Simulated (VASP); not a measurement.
Input of a VASP 6.6.1 run:

Contents of INCAR:

```
SYSTEM = MgAl18
PREC     = Accurate       ! precision mode
ENCUT    = 520            ! plane-wave cutoff, eV
EDIFF    = 1E-7           ! SCF threshold, eV
ISMEAR   = -1             ! smearing method
SIGMA    = 0.15           ! smearing width, eV
LREAL    = Auto         
LASPH    = .True.         ! aspherical terms in the spheres
NELM     = 60             ! most SCF steps
ALGO     = Normal         ! electronic algorithm
ISIF     = 2              ! what is computed and relaxed
LWAVE    = .False.        ! write WAVECAR
LCHARG   = .True.         ! write CHGCAR
GGA      = PE             ! functional
LELF     = .True.         ! ELF
LVHAR    = .True.       
NBANDS   = 43             ! bands
```

The input KPOINTS:

```
Automatic mesh
0
Gamma
  3 2 1
  0 0 0
```

POSCAR

```
MgAl18
1.0
    5.7275650000      0.0000000000      0.0000000000
    4.2956740000      7.4403250000      0.0000000000
    0.0000000000      0.0000000000     17.6765370000
Al Mg
18 1
Direct
    0.1666665958      0.1111111410      0.0565722234
    0.6666666831      0.1111111410      0.0565722234
    0.1666667458      0.4444444295      0.0565722234
    0.6666666585      0.4444444295      0.0565722234
    0.1666666204      0.7777778524      0.0565722234
    0.6666667077      0.7777778524      0.0565722234
   -0.1655132128      0.2208230151      0.1900982642
    0.3334326276      0.2221292753      0.1894257342
   -0.1676515042      0.5557367454      0.1897174769
    0.3343462640      0.5550949723      0.1890175095
   -0.1663690738      0.8892762077      0.1905098832
    0.3326791807      0.8890680179      0.1907272901
    0.0013420693     -0.0014218465      0.3264584573
    0.4919178663      0.0101586960      0.3220684006
   -0.0032244574      0.3349286490      0.3244231039
    0.5034100723      0.3313931851      0.3228267505
    0.0094379610      0.6614246017      0.3219895390
    0.4963419793      0.6618270035      0.3219733594
    0.6586314726      0.7841857715      0.4534856573
```

Potentials or basis: VASP PAW PBE potentials, release 64 (Al, Mg).

Command:

```console
$ cat potpaw_PBE.64/Al/POTCAR potpaw_PBE.64/Mg/POTCAR > POTCAR
$ mpirun -np 1 vasp_std > vasp.out
```

Question: Predict the largest force.

Answer: 0.055 eV/Å.

Question: What does it give for the band gap on the k mesh?

Answer: Zero (band 28 reaches 0.92 eV, above the bottom of band 29 at 0.78 eV).

Forces in eV/Å, atoms in the order of the input:
```
Al  -0.022 -0.018  0.008
Al   0.023 -0.041  0.012
Al  -0.029  0.034 -0.033
Al   0.029 -0.009  0.008
Al  -0.025  0.029 -0.025
Al   0.025  0.007  0.035
Al   0.000  0.000  0.000
Al  -0.002 -0.002  0.000
Al   0.002 -0.001 -0.003
Al   0.000  0.004 -0.001
Al  -0.002 -0.001 -0.003
Al   0.003  0.001 -0.003
Al   0.000 -0.003 -0.001
Al  -0.002 -0.003  0.000
Al  -0.004  0.004  0.002
Al   0.002 -0.002  0.005
Al  -0.005 -0.001  0.003
Al   0.004  0.003  0.003
Mg   0.002 -0.003 -0.007
```

Caveat: the k points lie up to 0.42 Å⁻¹ apart.
